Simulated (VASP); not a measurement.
A run of VASP 6.6.1 is set up as follows.

File INCAR:

```
  ALGO = Normal
  EDIFF = 1E-6
  ENCUT = 520
  GGA = PS
  ISIF = 2
  ISMEAR = 1
  LASPH = T
  LCHARG = T
  LELF = T
  LREAL = F
  LVHAR = T
  LWAVE = F
  NBANDS = 33
  NELM = 100
  PREC = Accurate
  SIGMA = 0.2
```

File KPOINTS:

```
k-points
0
Gamma
  12 12 6
```

Contents of POSCAR:

```
Ta4O
1.0
    3.2574970000      0.0000000000      0.0000000000
    0.0000000000      3.2574970000      0.0000000000
    0.0000000000      0.0000000000      7.4093410000
Ta O
4 1
Direct
    0.0000000000      0.0000000000      0.5000000000
    0.5000000000      0.5000000000      0.7831580000
    0.5000000000      0.5000000000      0.2168420000
    0.0000000000      0.0000000000      0.0000000000
    0.5000000000      0.5000000000      0.5000000000
```

Potentials or basis: VASP PAW PBE potentials, release 64 (Ta_pv, O).

Command:

```sh
$ cat potpaw_PBE.64/Ta_pv/POTCAR potpaw_PBE.64/O/POTCAR > POTCAR
$ mpirun -np 1 vasp_std > vasp.out
```

Q: Estimate the band gap on the k mesh.

A: Zero (bands 25 and 26 overlap by 0.98 eV).

Q: Predict the pressure.

A: -7.9 GPa.

Forces on the atoms (eV/Å):
```
Ta   0.000  0.000  0.000
Ta   0.000  0.000 -0.062
Ta   0.000  0.000  0.062
Ta   0.000  0.000  0.000
O    0.000  0.000  0.000
```

Caveat: the cell stands under tension; the PAW data sets were made with another functional, which shifts forces and pressure a little; spin-orbit coupling is left out, which moves the levels of the heavy elements.
